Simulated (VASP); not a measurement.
Runs of VASP 6.6.1 on BN. The structure is that of space group P6_3/mmc (No. 194), or close to it. The cells are those of the table. 

```csv
task,level,potentials or basis,cell,k mesh,cutoff (eV),gap on the mesh (eV),pressure (GPa)
electric field gradients,LDA,"VASP PAW LDA potentials, release 64 (B, N)","a = 2.498, b = 2.498, c = 6.636 Å, angles 90.0, 90.0, 120.0°, 4 atoms",13 × 13 × 4,520,4.10,(a)
electric field gradients,PBEsol,"VASP PAW PBE potentials, release 64 (B, N)","a = 2.498, b = 2.498, c = 6.636 Å, angles 90.0, 90.0, 120.0°, 4 atoms",15 × 15 × 5,520,4.20,(b)
single point,PBEsol,"VASP PAW PBE potentials, release 64 (B, N)","a = 2.504, b = 2.504, c = 7.017 Å, angles 90.0, 90.0, 120.0°, 4 atoms",13 × 13 × 4,600,4.29,0.1
single point,PBEsol,"VASP PAW PBE potentials, release 64 (B, N)","a = 2.498, b = 2.498, c = 6.636 Å, angles 90.0, 90.0, 120.0°, 4 atoms",13 × 13 × 4,600,4.20,2.3
```

Alike in all rows: no spin polarisation; smearing fermi-dirac 0.02 eV.

Q: Fill in the values left out.

A: (a) -2.5; (b) 2.5.

Caveats: the PAW data sets were made with another functional, which shifts forces and pressure a little (some runs); this functional lacks dispersion, which binds the layers, so the pressure and a relaxed spacing across them are unreliable (some runs).

A k mesh can miss the band edges.
